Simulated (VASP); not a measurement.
# Cr (Im-3m) in VASP: single point with PBE

Aim: the single point of Cr with PBE.

Program: VASP 6.6.1. These are calculated values, not measurements. Logs are shortened: lines on timing, memory, paths and dates and some standing lists are left out, and cuts for length are marked.

### Step 1. The cell of the first run

Symmetry: Im-3m, No. 229, cubic system. Conventional cell: a = 2.866 Å, b = 2.866 Å, c = 2.866 Å, α = 90.00°, β = 90.00°, γ = 90.00°. Cr (site symmetry m-3m) has 14 Cr at 2.48 to 2.87 Å within 3.3 Å.

### Step 2. Single point, PBE, collinear spin, antiferromagnetic start

INCAR

```
  ALGO = Normal
  EDIFF = 1E-6
  ENCUT = 520
  GGA = PE
  ISIF = 2
  ISMEAR = -1
  ISPIN = 2
  LASPH = True
  LCHARG = False
  LMAXMIX = 4
  LORBIT = 11
  LREAL = False
  LWAVE = False
  MAGMOM = 1.5 -1.5
  NBANDS = 23
  NELM = 150
  PREC = Accurate
  SIGMA = 0.01
```

KPOINTS

```
k-points
0
Gamma
  16 16 16
```

POSCAR

```
Cr
1.0
    2.8660325501      0.0000000000      0.0000000000
    0.0000000000      2.8660325501      0.0000000000
    0.0000000000      0.0000000000      2.8660325501
Cr
2
Direct
    0.0000000000      0.0000000000      0.0000000000
    0.5000000000      0.5000000000      0.5000000000
```

Potentials or basis: VASP PAW PBE potentials, release 64 (Cr_pv).

Started as:

```console
$ cat potpaw_PBE.64/Cr_pv/POTCAR > POTCAR
$ mpirun -np 1 vasp_std > vasp.out
```

OUTCAR:

```text
EDIFF = 1E-6
   ENCUT = 520
   GGA = PE
   ISIF = 2
   ISMEAR = -1
   ISPIN = 2
   LASPH = True
   LORBIT = 11
   LREAL = False
   NELM = 150
   PREC = Accurate

 ion  position               nearest neighbor table
   1  0.000  0.000  0.000-   2 2.48   2 2.48   2 2.48   2 2.48   2 2.48   2 2.48   2 2.48   2 2.48

   2  0.500  0.500  0.500-   1 2.48   1 2.48   1 2.48   1 2.48   1 2.48   1 2.48   1 2.48   1 2.48

  LATTYP: Found a simple cubic cell.
 ALAT       =     2.8660325501

  Lattice vectors:

 A1 = (   2.8660325501,   0.0000000000,   0.0000000000)
 A2 = (   0.0000000000,   2.8660325501,   0.0000000000)
 A3 = (   0.0000000000,   0.0000000000,   2.8660325501)

Analysis of symmetry for initial positions (statically):
=====================================================================
 Subroutine PRICEL returns following result:

  LATTYP: Found a body centered cubic cell.
 ALAT       =     2.8660325501

  Lattice vectors:

 A1 = (   1.4330162750,   1.4330162751,  -1.4330162750)
 A2 = (  -1.4330162750,   1.4330162750,   1.4330162750)
 A3 = (   1.4330162750,  -1.4330162750,   1.4330162751)

   2 primitive cells build up your supercell.

 Routine SETGRP: Setting up the symmetry group for a
 simple cubic supercell.

 Subroutine GETGRP returns: Found 48 space group operations
 (whereof 48 operations were pure point group operations)
 out of a pool of 48 trial point group operations.

The static configuration has the point symmetry O_h .

Analysis of symmetry for dynamics (positions and initial velocities):
=====================================================================
 Subroutine PRICEL returns following result:

  LATTYP: Found a body centered cubic cell.
 ALAT       =     2.8660325501

  Lattice vectors:

 A1 = (   1.4330162750,   1.4330162751,  -1.4330162750)
 A2 = (  -1.4330162750,   1.4330162750,   1.4330162750)
 A3 = (   1.4330162750,  -1.4330162750,   1.4330162751)

   2 primitive cells build up your supercell.

 Routine SETGRP: Setting up the symmetry group for a
 simple cubic supercell.

 Subroutine GETGRP returns: Found 48 space group operations
 (whereof 48 operations were pure point group operations)
 out of a pool of 48 trial point group operations.

The dynamic configuration has the point symmetry O_h .

Analysis of structural, dynamic, and magnetic symmetry:
=====================================================================
 Subroutine PRICEL returns following result:

  LATTYP: Found a body centered cubic cell.
 ALAT       =     2.8660325501

  Lattice vectors:

 A1 = (   1.4330162750,   1.4330162751,  -1.4330162750)
 A2 = (  -1.4330162750,   1.4330162750,   1.4330162750)
 A3 = (   1.4330162750,  -1.4330162750,   1.4330162751)

   2 primitive cells build up your supercell.

 Routine SETGRP: Setting up the symmetry group for a
 simple cubic supercell.

 Subroutine GETGRP returns: Found 48 space group operations
 (whereof 48 operations were pure point group operations)
 out of a pool of 48 trial point group operations.

The overall configuration has the point symmetry O_h .

 Subroutine INISYM returns: Found 48 space group operations
 (whereof 48 operations are pure point group operations),
 and found     2 'primitive' translations

----------------------------------------------------------------------------------------

                                     Primitive cell

  volume of cell :      11.7710

  direct lattice vectors                    reciprocal lattice vectors
     1.433016275  1.433016275 -1.433016275     0.348914390  0.348914390  0.000000000
    -1.433016275  1.433016275  1.433016275    -0.000000000  0.348914390  0.348914390
     1.433016275 -1.433016275  1.433016275     0.348914390  0.000000000  0.348914390

  length of vectors
     2.482056996  2.482056996  2.482056996     0.493439463  0.493439463  0.493439463

  position of ions in fractional coordinates (direct lattice)
     0.000000000  0.000000000  0.000000000

  ion indices of the primitive-cell ions
   primitive index   ion index
                 1           1

----------------------------------------------------------------------------------------

 KPOINTS: k-points

Automatic generation of k-mesh.
 Grid dimensions read from file:
 generate k-points for:   16   16   16

 Generating k-lattice:

  Cartesian coordinates                     Fractional coordinates (reciprocal lattice)
     0.021807149  0.000000000  0.000000000     0.062500000  0.000000000  0.000000000
     0.000000000  0.021807149  0.000000000     0.000000000  0.062500000  0.000000000
     0.000000000  0.000000000  0.021807149     0.000000000  0.000000000  0.062500000

  Length of vectors
     0.021807149  0.021807149  0.021807149

  Shift w.r.t. Gamma in fractional coordinates (k-lattice)
     0.000000000  0.000000000  0.000000000

 Subroutine IBZKPT returns following result:
 ===========================================

 Found    165 irreducible k-points:

 Following reciprocal coordinates:
            Coordinates               Weight
  0.000000  0.000000  0.000000      1.000000
  0.062500  0.000000  0.000000      6.000000
  0.125000  0.000000  0.000000      6.000000
  0.187500  0.000000  0.000000      6.000000
  0.250000  0.000000  0.000000      6.000000
  0.312500  0.000000  0.000000      6.000000
[... 16 lines left out ...]
  0.437500  0.125000  0.000000     24.000000
  0.500000  0.125000  0.000000     12.000000
 [... further k-points ...]
   k-points           NKPTS =    165   k-points in BZ     NKDIM =    165   number of bands    NBANDS=     23
   number of dos      NEDOS =    301   number of ions     NIONS =      2
   total plane-waves  NPLWV =  13824
   dimension x,y,z NGX =    24 NGY =   24 NGZ =   24
   dimension x,y,z NGXF=    48 NGYF=   48 NGZF=   48
   ions per type =               2
   NGX,Y,Z   is equivalent  to a cutoff of  13.92, 13.92, 13.92 a.u.
   NGXF,Y,Z  is equivalent  to a cutoff of  27.84, 27.84, 27.84 a.u.
 SYSTEM =  unknown system
   PREC   = accura    normal or accurate (medium, high low for compatibility)
   ISTART =      0    job   : 0-new  1-cont  2-samecut
   ICHARG =      2    charge: 1-file 2-atom 10-const
   ISPIN  =      2    spin polarized calculation?
   LNONCOLLINEAR =      F non collinear calculations
   LSORBIT =      F    spin-orbit coupling
   LASPH  =      T    aspherical Exc in radial PAW
   ENCUT  =  520.0 eV  38.22 Ry    6.18 a.u.   5.33  5.33  5.33*2*pi/ulx,y,z
   NELM   =    150;   NELMIN=  2; NELMDL= -5     # of ELM steps
   EDIFF  = 0.1E-05   stopping-criterion for ELM
   LREAL  =      F    real-space projection
   EDIFFG = 0.1E-04   stopping-criterion for IOM
   NSW    =      0    number of steps for IOM
   IBRION =     -1    ionic relax: 0-MD 1-quasi-New 2-CG
   NFREE  =      0    steps in history (QN), initial steepest desc. (CG)
   ISIF   =      2    stress and relaxation
   ISYM   =      2    0-nonsym 1-usesym 2-fastsym
   POTIM  = 0.5000    time-step for ionic-motion
   TEBEG  =    0.0;   TEEND  =   0.0 temperature during run
   PSTRESS=    0.0 pullay stress
   NELECT =      24.0000    total number of electrons
   NUPDOWN=      -1.0000    fix difference up-down
   EMIN   =  10.00;   EMAX   =-10.00  energy-range for DOS
   EFERMI =   0.00;   METHOD = LEGACY
   ISMEAR =    -1;   SIGMA  =   0.01  broadening in eV -4-tet -1-fermi 0-gaus
   EFERMI_NEDOS =   21; number of points for ismear=-14 and -15
   IALGO  =     38    algorithm
   IMIX   =      4    mixing-type and parameters
     AMIX     =   0.40;   BMIX     =  1.00
     AMIX_MAG =   1.60;   BMIX_MAG =  1.00
  volume/ion in A,a.u.               =      11.77        79.43
  Fermi-wavevector in a.u.,A,eV,Ry     =   1.647647  3.113601 36.936281  2.714740
  Thomas-Fermi vector in A             =   2.737070
   LORBIT       =     11    0 simple, 1 ext, 2 COOP (PROOUT), +10 PAW based schemes
   GGA     = PE    functional components
   LHFCALC =     F    Hartree Fock is set to
   AEXX    =    0.0000 exact exchange contribution
   IVDW    =     0    specifies the selected vdW correction
   LEPSILON=     F    determine dielectric tensor
   LRPA    =     F    only Hartree local field effects (RPA)
 spin polarized calculation
  energy-cutoff  :      520.00
  volume of cell :       23.54
 maximum number of plane-waves:       655
 NGX is ok and might be reduce to    24
   NGX = 11   NGY = 11   NGZ = 11

 number of electron      23.9999978 magnetization       0.0000000

 number of electron      23.9999978 magnetization      -0.0000000

 Free energy of the ion-electron system (eV)
  ---------------------------------------------------
  ext. energy  EPLUGINS =         0.00000000
  ---------------------------------------------------
  free energy    TOTEN  =       -19.06049591 eV

  energy without entropy =      -19.06016240  energy(sigma->0) =      -19.06032916

 E-fermi :  10.6578     XC(G=0): -13.5452

 val. band max:       10.6543193445   @ k =   0.5000   0.4375   0.1250
 cond. band min:      10.6681596935   @ k =   0.4375   0.4375   0.0625
 fundamental gap:      0.0138403490
 Fermi energy:        10.6578018563

 spin component 1

 k-point     1 :       0.0000    0.0000    0.0000
  band No.  band energies     occupation
      1     -32.8572      1.00000
      2     -32.8572      1.00000
      3     -32.8572      1.00000
      4     -31.5883      1.00000
      5     -31.5883      1.00000
      6     -31.5883      1.00000
[... 613 lines left out ...]
     22      25.9366      0.00000
     23      29.0690      0.00000

 [... further k-points ...]

 spin component 2

 k-point     1 :       0.0000    0.0000    0.0000
  band No.  band energies     occupation
      1     -32.8572      1.00000
      2     -32.8572      1.00000
      3     -32.8572      1.00000
      4     -31.5883      1.00000
      5     -31.5883      1.00000
      6     -31.5883      1.00000
[... 613 lines left out ...]
     22      25.9366      0.00000
     23      29.0690      0.00000

 [... further k-points ...]
[... 5 lines left out ...]
  --------------------------------------------------------------------------------------
  -------------------------------------------------------------------------------------
  Total       -0.0096630     -0.0096630     -0.0096630     -0.0000000      0.0000000      0.0000000
  in kB       -0.6576265     -0.6576265     -0.6576265     -0.0000000      0.0000000      0.0000000
  external PRESSURE =      -0.6576265 kB  Pullay stress =       0.0000000 kB

 VOLUME and BASIS-vectors are now :
 -----------------------------------------------------------------------------
  energy-cutoff  :      520.00
  volume of cell :       23.54
      direct lattice vectors                 reciprocal lattice vectors
     2.866032550  0.000000000  0.000000000     0.348914390  0.000000000  0.000000000
     0.000000000  2.866032550  0.000000000     0.000000000  0.348914390  0.000000000
     0.000000000  0.000000000  2.866032550     0.000000000  0.000000000  0.348914390

 POSITION                                       TOTAL-FORCE (eV/Angst)
 -----------------------------------------------------------------------------------
      0.00000      0.00000      0.00000        -0.000000     -0.000000     -0.000000
      1.43302      1.43302      1.43302         0.000000      0.000000      0.000000
 -----------------------------------------------------------------------------------
    total drift:                                0.000000      0.000000     -0.000000

  FREE ENERGIE OF THE ION-ELECTRON SYSTEM (eV)
  ---------------------------------------------------
  free  energy   TOTEN  =       -19.0604959147 eV

  energy  without entropy=      -19.0601624014  energy(sigma->0) =      -19.06032916

 total charge

# of ion       s       p       d       tot
------------------------------------------
    1        0.433   6.391   4.196  11.021
    2        0.433   6.391   4.196  11.021
--------------------------------------------------
tot          0.867  12.783   8.392  22.042

 magnetization (x)

# of ion       s       p       d       tot
------------------------------------------
    1        0.014   0.008   1.098   1.120
    2       -0.014  -0.008  -1.098  -1.120
--------------------------------------------------
tot          0.000   0.000   0.000   0.000
```

Run time: 1.7 min. Hardware: 1 thread of Intel Xeon 6975P-C, shared host; peak memory 0.24 GiB.

What came out:

| Item | Value |
| --- | --- |
| Free energy | -19.0605 eV |
| Pressure | -0.1 GPa |
| Band gap on the k mesh | zero (filled and empty bands overlap) |
| Net moment | 0.00 μB per cell |
| Site moments | Cr +1.12, -1.12 μB |
| Valence electrons inside the program's atomic spheres | Cr 11.02 |
